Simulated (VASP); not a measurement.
# Au (Im-3m) in VASP: further runs

Runs on Au. Level: PBE. Tasks: single point, relaxation of cell and atoms.

Program: VASP 6.6.1. These are calculated values, not measurements. Logs are shortened: lines on timing, memory, paths and dates and some standing lists are left out, and cuts for length are marked.

### 1 The cell of the first run

It takes space group Im-3m (No. 229, cubic). The conventional cell has a = 2.916 Å, b = 2.916 Å, c = 2.916 Å, α = 90.00°, β = 90.00°, γ = 90.00°. Au (site symmetry m-3m) has 14 Au at 2.53 to 2.92 Å within 3.3 Å.

### 2 Single point, PBE

The input, INCAR:

```
SYSTEM = Au
ALGO = Normal ; EDIFF = 1E-7
ENCUT = 520 ; GGA = PE
ISIF = 2 ; ISMEAR = -1
LASPH = .TRUE. ; LCHARG = .FALSE.
LREAL = .FALSE. ; LWAVE = .FALSE.
NBANDS = 12 ; NELM = 100
PREC = Accurate ; SIGMA = 0.1
```

The input, KPOINTS:

```
k-points
0
G
  18 18 18
  0 0 0
```

The input, POSCAR:

```
Au
1.0
   -1.4580685730      1.4580685730      1.4580685730
    1.4580685730     -1.4580685730      1.4580685730
    1.4580685730      1.4580685730     -1.4580685730
Au
1
Direct
    0.0000000000      0.0000000000      0.0000000000
```

Potentials or basis: VASP PAW PBE potentials, release 64 (Au).

The run is started by

```
> cat potpaw_PBE.64/Au/POTCAR > POTCAR
> mpirun -np 1 vasp_std > vasp.out
```

OUTCAR:

```text
SYSTEM = Au
   EDIFF = 1E-7
   ENCUT = 520
   GGA = PE
   ISIF = 2
   ISMEAR = -1
   LASPH = .TRUE.
   LREAL = .FALSE.
   NELM = 100
   PREC = Accurate

 ion  position               nearest neighbor table
   1  0.000  0.000  0.000-

  LATTYP: Found a body centered cubic cell.
 ALAT       =     2.9161371460

  Lattice vectors:

 A1 = (  -1.4580685730,   1.4580685730,   1.4580685730)
 A2 = (   1.4580685730,  -1.4580685730,   1.4580685730)
 A3 = (   1.4580685730,   1.4580685730,  -1.4580685730)

Analysis of symmetry for initial positions (statically):
=====================================================================
 Subroutine PRICEL returns:
 Original cell was already a primitive cell.

 Routine SETGRP: Setting up the symmetry group for a
 body centered cubic supercell.

 Subroutine GETGRP returns: Found 48 space group operations
 (whereof 48 operations were pure point group operations)
 out of a pool of 48 trial point group operations.

The static configuration has the point symmetry O_h .

Analysis of symmetry for dynamics (positions and initial velocities):
=====================================================================
 Subroutine PRICEL returns:
 Original cell was already a primitive cell.

 Routine SETGRP: Setting up the symmetry group for a
 body centered cubic supercell.

 Subroutine GETGRP returns: Found 48 space group operations
 (whereof 48 operations were pure point group operations)
 out of a pool of 48 trial point group operations.

The dynamic configuration has the point symmetry O_h .

 Subroutine INISYM returns: Found 48 space group operations
 (whereof 48 operations are pure point group operations),
 and found     1 'primitive' translations

----------------------------------------------------------------------------------------

                                     Primitive cell

  volume of cell :      12.3992

  direct lattice vectors                    reciprocal lattice vectors
    -1.458068573  1.458068573  1.458068573     0.000000000  0.342919400  0.342919400
     1.458068573 -1.458068573  1.458068573     0.342919400  0.000000000  0.342919400
     1.458068573  1.458068573 -1.458068573     0.342919400  0.342919400  0.000000000

  length of vectors
     2.525448849  2.525448849  2.525448849     0.484961266  0.484961266  0.484961266

[... 77 lines left out ...]
   NELM   =    100;   NELMIN=  2; NELMDL= -5     # of ELM steps
   EDIFF  = 0.1E-06   stopping-criterion for ELM
   LREAL  =      F    real-space projection
   EDIFFG = 0.1E-05   stopping-criterion for IOM
   NSW    =      0    number of steps for IOM
   IBRION =     -1    ionic relax: 0-MD 1-quasi-New 2-CG
   NFREE  =      0    steps in history (QN), initial steepest desc. (CG)
   ISIF   =      2    stress and relaxation
   ISYM   =      2    0-nonsym 1-usesym 2-fastsym
   POTIM  = 0.5000    time-step for ionic-motion
   TEBEG  =    0.0;   TEEND  =   0.0 temperature during run
   PSTRESS=    0.0 pullay stress
   NELECT =      11.0000    total number of electrons
   NUPDOWN=      -1.0000    fix difference up-down
   EMIN   =  10.00;   EMAX   =-10.00  energy-range for DOS
   EFERMI =   0.00;   METHOD = LEGACY
   ISMEAR =    -1;   SIGMA  =   0.10  broadening in eV -4-tet -1-fermi 0-gaus
   EFERMI_NEDOS =   21; number of points for ismear=-14 and -15
   IALGO  =     38    algorithm
   IMIX   =      4    mixing-type and parameters
     AMIX     =   0.40;   BMIX     =  1.00
     AMIX_MAG =   1.60;   BMIX_MAG =  1.00
  volume/ion in A,a.u.               =      12.40        83.67
  Fermi-wavevector in a.u.,A,eV,Ry     =   1.573045  2.972624 33.667211  2.474470
  Thomas-Fermi vector in A             =   2.674388
   LORBIT       =      0    0 simple, 1 ext, 2 COOP (PROOUT), +10 PAW based schemes
   GGA     = PE    functional components
[... 5 lines left out ...]
 non-spin polarized calculation
  energy-cutoff  :      520.00
  volume of cell :       12.40
 maximum number of plane-waves:       370
   NGX =  9   NGY =  9   NGZ =  9

 number of electron      11.0000001 magnetization

 Free energy of the ion-electron system (eV)
  ---------------------------------------------------
  ext. energy  EPLUGINS =         0.00000000
  ---------------------------------------------------
  free energy    TOTEN  =        -1.45844554 eV

  energy without entropy =       -1.45280819  energy(sigma->0) =       -1.45562686

 E-fermi :  15.9679     XC(G=0): -14.7002

 val. band max:       15.9516624223   @ k =   0.3889   0.0556   0.0556
 cond. band min:      15.9839212158   @ k =  -0.2778   0.4444   0.1111
 fundamental gap:      0.0322587934
 Fermi energy:        15.9679499159

 k-point     1 :       0.0000    0.0000    0.0000
  band No.  band energies     occupation
      1       2.0883      2.00000
      2       8.7237      2.00000
      3       8.7237      2.00000
      4       8.7237      2.00000
      5      11.8909      2.00000
      6      11.8909      2.00000
      7      31.7981      0.00000
      8      31.7981      0.00000
      9      31.7981      0.00000
     10      44.5575      0.00000
     11      44.5575      0.00000
     12      46.5420      0.00000
[... 331 lines left out ...]
 k-point    24 :       0.3889    0.1111    0.0000
  band No.  band energies     occupation
      1       5.3690      2.00000
      2       7.0414      2.00000
      3      10.8589      2.00000
      4      11.7015      2.00000
      5      12.9365      2.00000
      6      16.1606      0.25432
      7      22.5011      0.00000
      8      28.3012      0.00000
      9      31.5639      0.00000
     10      39.9312      0.00000
     11      41.4314      0.00000
     12      43.8671      0.00000

 [... further k-points ...]

------------------------ aborting loop because EDIFF is reached ----------------------------------------

  FORCE on cell =-STRESS in cart. coord.  units (eV):
  Direction    XX          YY          ZZ          XY          YZ          ZX
  --------------------------------------------------------------------------------------
  -------------------------------------------------------------------------------------
  Total       11.5903959     11.5903959     11.5903959      0.0000000     -0.0000000      0.0000000
  in kB     1497.6661483   1497.6661483   1497.6661483      0.0000000     -0.0000000      0.0000000
  external PRESSURE =    1497.6661483 kB  Pullay stress =       0.0000000 kB

 VOLUME and BASIS-vectors are now :
 -----------------------------------------------------------------------------
  energy-cutoff  :      520.00
  volume of cell :       12.40
      direct lattice vectors                 reciprocal lattice vectors
    -1.458068573  1.458068573  1.458068573     0.000000000  0.342919400  0.342919400
     1.458068573 -1.458068573  1.458068573     0.342919400  0.000000000  0.342919400
     1.458068573  1.458068573 -1.458068573     0.342919400  0.342919400  0.000000000

 POSITION                                       TOTAL-FORCE (eV/Angst)
 -----------------------------------------------------------------------------------
      0.00000      0.00000      0.00000        -0.000000      0.000000      0.000000
 -----------------------------------------------------------------------------------
    total drift:                                0.000000     -0.000000      0.000000

  FREE ENERGIE OF THE ION-ELECTRON SYSTEM (eV)
  ---------------------------------------------------
  free  energy   TOTEN  =        -1.4584455383 eV

  energy  without entropy=       -1.4528081879  energy(sigma->0) =       -1.45562686
```

OSZICAR:

```text
N       E                     dE             d eps       ncg     rms          rms(c)
DAV:   1     0.541649239588E+02    0.54165E+02   -0.58192E+03  4800   0.852E+02
DAV:   2    -0.980911535551E+00   -0.55146E+02   -0.52829E+02  5612   0.207E+02
DAV:   3    -0.171088487731E+01   -0.72997E+00   -0.72957E+00  5644   0.221E+01
DAV:   4    -0.171290282954E+01   -0.20180E-02   -0.20179E-02  5548   0.133E+00
DAV:   5    -0.171291296404E+01   -0.10135E-04   -0.10135E-04  5692   0.854E-02    0.244E+01
DAV:   6    -0.151488738417E+01    0.19803E+00   -0.26794E-01  5496   0.460E+00    0.145E+01
DAV:   7    -0.146240782002E+01    0.52480E-01   -0.13304E-01  5512   0.321E+00    0.217E+00
DAV:   8    -0.145843424968E+01    0.39736E-02   -0.12056E-02  5128   0.103E+00    0.222E-01
DAV:   9    -0.145844069474E+01   -0.64451E-05   -0.34775E-05  5548   0.589E-02    0.169E-02
DAV:  10    -0.145844529748E+01   -0.46027E-05   -0.21352E-06  5660   0.107E-02    0.662E-03
DAV:  11    -0.145844556159E+01   -0.26411E-06   -0.87551E-08  5096   0.262E-03    0.124E-03
DAV:  12    -0.145844553829E+01    0.23302E-07   -0.42070E-09  2852   0.671E-04
   1 F= -.14584455E+01 E0= -.14556269E+01  d E =-.563735E-02
```

Run time: 17 s. Hardware: 1 thread of Intel Xeon Platinum 8488C (Sapphire Rapids), shared host; peak memory 0.15 GiB.

What came out:

```yaml
Free_energy: -1.4584 eV
Pressure: 149.8 GPa
```

Levels at points of the mesh, in eV from the Fermi level:
```
           k point  band 4  band 5  band 6  band 7  band 8  band 9
(0.00, 0.00, 0.00)   -7.24   -4.08   -4.08   15.83   15.83   15.83
(0.50, 0.00, 0.00)   -3.61   -2.26   -1.25    5.87   11.86   16.22
(0.50, 0.50, 0.50)   -1.96   -1.96    6.51    6.51    6.51   14.12
```

Caveat: spin-orbit coupling is left out, which moves the levels of the heavy elements.

### 3 Single point, PBE

The input, INCAR:

```
SYSTEM = Au
ALGO = Normal ; EDIFF = 1E-6
ENCUT = 520 ; GGA = PE
ISIF = 2 ; ISMEAR = -1
LASPH = .TRUE. ; LCHARG = .TRUE.
LELF = .TRUE. ; LREAL = .FALSE.
LVHAR = .TRUE. ; LWAVE = .FALSE.
NBANDS = 12 ; NELM = 100
PREC = Accurate ; SIGMA = 0.1
```

KPOINTS is that of step 2.

The input, POSCAR:

```
Au
1.0
   -1.4580061089      1.4580061089      1.4580061089
    1.4580061089     -1.4580061089      1.4580061089
    1.4580061089      1.4580061089     -1.4580061089
Au
1
Direct
    0.0000000000      0.0000000000      0.0000000000
```

Potentials or basis: VASP PAW PBE potentials, release 64 (Au).

The run is started by

```
> cat potpaw_PBE.64/Au/POTCAR > POTCAR
> mpirun -np 1 vasp_std > vasp.out
```

Run time: 16 s. Hardware: 1 thread of Intel Xeon Platinum 8488C (Sapphire Rapids), shared host; peak memory 0.15 GiB.

Results (log left out):

- Free energy: -1.4570 eV
- Pressure: 149.9 GPa

Levels at points of the mesh, in eV from the Fermi level:
| k point | band 3 | band 4 | band 5 | band 6 | band 7 | band 8 | band 9 | band 10 |
| --- | --- | --- | --- | --- | --- | --- | --- | --- |
| (0.00, 0.00, 0.00) | -7.25 | -7.25 | -4.08 | -4.08 | 15.83 | 15.83 | 15.83 | 28.59 |
| (0.50, 0.00, 0.00) | -4.24 | -3.61 | -2.26 | -1.25 | 5.87 | 11.86 | 16.22 | 24.16 |
| (0.50, 0.50, 0.50) | -1.96 | -1.96 | -1.96 | 6.51 | 6.51 | 6.51 | 14.13 | 20.22 |

Caveat: spin-orbit coupling is left out, which moves the levels of the heavy elements.

### 4 Relaxation of cell and atoms, PBE, target pressure 150 GPa, at which the enthalpy is minimised

This run uses another cell than the first one, of 12.36 Å³/atom, 0.997 times its volume.

The input, INCAR:

```
SYSTEM = Au
PREC = Accurate
ENCUT = 600
EDIFF = 1E-6
ISMEAR = -1
SIGMA = 0.1
LREAL = .False.
LASPH = .True.
NELM = 80
ALGO = Normal
ISIF = 3
LWAVE = .False.
LCHARG = .False.
GGA = PE
IBRION = 2
NSW = 60
EDIFFG = -0.005
PSTRESS = 1500.0
```

The input, KPOINTS:

```
regular mesh
0
Gamma
  18 18 18
  0 0 0
```

The input, POSCAR:

```
Au
1.0
   -1.4566680664      1.4566680664      1.4566680664
    1.4566680664     -1.4566680664      1.4566680664
    1.4566680664      1.4566680664     -1.4566680664
Au
1
Direct
    0.0000000000      0.0000000000      0.0000000000
```

The run is started by

```
> cat potpaw_PBE.64/Au/POTCAR > POTCAR
> mpirun -np 1 vasp_std > vasp.out
```

Run time: 23 s. Hardware: 1 thread of AMD EPYC 9R45 (Zen 5), shared host; peak memory 0.13 GiB.

It converged, with:

```yaml
Free_energy: -1.4573 eV
Relaxed_volume: 12.40 Å³/atom
Relaxed_cell: a = 2.525 Å, b = 2.525 Å, c = 2.525 Å, α = 109.47°, β = 109.47°, γ = 109.47°
Space_group_after_relaxing_to_0.05_Å: Im-3m (No. 229)
Energy_change_on_relaxing_the_enthalpy_is_what_falls: -32.5 meV/atom
Ionic_steps: 3
Pressure_after_relaxing: 150.0 GPa
```

The path:
```
step  energy change (eV)  largest force (eV/Å)  pressure (GPa)  volume (Å³)
   1              0.0000                0.0000          152.27        12.36
   2             -0.2808                0.0000          132.42        12.68
   3             -0.0325                0.0000          149.99        12.40
```

Final structure:
```cif
data_structure
_symmetry_space_group_name_H-M 'P 1'
_symmetry_Int_Tables_number 1
_cell_length_a 2.5254
_cell_length_b 2.5254
_cell_length_c 2.5254
_cell_angle_alpha 109.471
_cell_angle_beta 109.471
_cell_angle_gamma 109.471
_cell_volume 12.40
loop_
_atom_site_label
_atom_site_type_symbol
_atom_site_fract_x
_atom_site_fract_y
_atom_site_fract_z
_atom_site_occupancy
Au1 Au 0.00000 0.00000 0.00000 1
```

Levels at points of the mesh, in eV from the Fermi level:
```tsv
k point	band 4	band 5	band 6	band 7	band 8	band 9
(0.00, 0.00, 0.00)	-7.25	-4.08	-4.08	15.83	15.83	15.83
(0.50, 0.00, 0.00)	-3.61	-2.26	-1.25	5.87	11.86	16.22
(0.50, 0.50, 0.50)	-1.96	-1.96	6.51	6.51	6.51	14.13
```

Caveat: the cell is relaxed towards a set pressure, so the enthalpy falls and the energy may rise; spin-orbit coupling is left out, which moves the levels of the heavy elements.

### 5 Relaxation of cell and atoms, PBE, target pressure 150 GPa, at which the enthalpy is minimised

The input, INCAR:

```
SYSTEM = Au
PREC = Accurate ; ENCUT = 600
EDIFF = 1E-7 ; ISMEAR = -1
SIGMA = 0.1 ; LREAL = .False.
LASPH = .True. ; NELM = 60
ALGO = Normal ; ISIF = 3
LWAVE = .False. ; LCHARG = .False.
GGA = PE ; IBRION = 2
NSW = 32 ; EDIFFG = -0.005
PSTRESS = 1500.0
```

KPOINTS is that of step 4.

The input, POSCAR:

```
Au
1.0
   -1.4580685730      1.4580685730      1.4580685730
    1.4580685730     -1.4580685730      1.4580685730
    1.4580685730      1.4580685730     -1.4580685730
Au
1
Direct
    0.0000000000      0.0000000000      0.0000000000
```

The run is started by

```
> cat potpaw_PBE.64/Au/POTCAR > POTCAR
> mpirun -np 1 vasp_std > vasp.out
```

Wall time 21 s (1 thread of AMD EPYC 9R45 (Zen 5), shared host); peak memory 0.12 GiB.

It converged, with:

```
Free energy                                            : -1.4571 eV
Relaxed volume                                         : 12.40 Å³/atom
Relaxed cell                                           : a = 2.525 Å, b = 2.525 Å, c = 2.525 Å, α = 109.47°, β = 109.47°, γ = 109.47°
Space group after relaxing (to 0.05 Å)                 : Im-3m (No. 229)
Energy change on relaxing (the enthalpy is what falls) : +1.5 meV/atom
Ionic steps                                            : 3
Pressure after relaxing                                : 150.0 GPa
```

The path:
```
step  energy change (eV)  largest force (eV/Å)  pressure (GPa)  volume (Å³)
   1              0.0000                0.0000          149.91        12.40
   2              0.0112                0.0000          150.69        12.39
   3              0.0015                0.0000          150.02        12.40
```

Final structure:
```
Au
1.0
    -1.45801    1.45801    1.45801
     1.45801   -1.45801    1.45801
     1.45801    1.45801   -1.45801
Au
1
Direct
  0.00000 0.00000 0.00000
```

Levels at points of the mesh, in eV from the Fermi level:
```tsv
k point	band 4	band 5	band 6	band 7	band 8	band 9
(0.00, 0.00, 0.00)	-7.25	-4.08	-4.08	15.83	15.83	15.83
(0.50, 0.00, 0.00)	-3.61	-2.26	-1.25	5.87	11.86	16.22
(0.50, 0.50, 0.50)	-1.96	-1.96	6.51	6.51	6.51	14.13
```

Caveat: the cell is relaxed towards a set pressure, so the enthalpy falls and the energy may rise; spin-orbit coupling is left out, which moves the levels of the heavy elements.

### 6 Summary

```tsv
task	cell	cutoff (eV)	gap on the mesh (eV)	pressure (GPa)
single point	a = 2.525 Å, angles 109.5°, 1 atom	520	none	149.9
relaxation of cell and atoms	relaxed to 150 GPa from a = 2.523 Å, angles 109.5°, 1 atom	600	none	150.0
relaxation of cell and atoms	relaxed to 150 GPa from a = 2.525 Å, angles 109.5°, 1 atom	600	none	150.0
```

Alike in all rows: level PBE; potentials or basis VASP PAW PBE potentials, release 64 (Au); no spin polarisation; k mesh 18 × 18 × 18; smearing fermi-dirac 0.1 eV.

Caveats: spin-orbit coupling is left out, which moves the levels of the heavy elements; the cell is relaxed towards a set pressure, so the enthalpy falls and the energy may rise (some runs).

Total energies depend on the potentials used, so only differences within one code and one set of settings carry meaning.
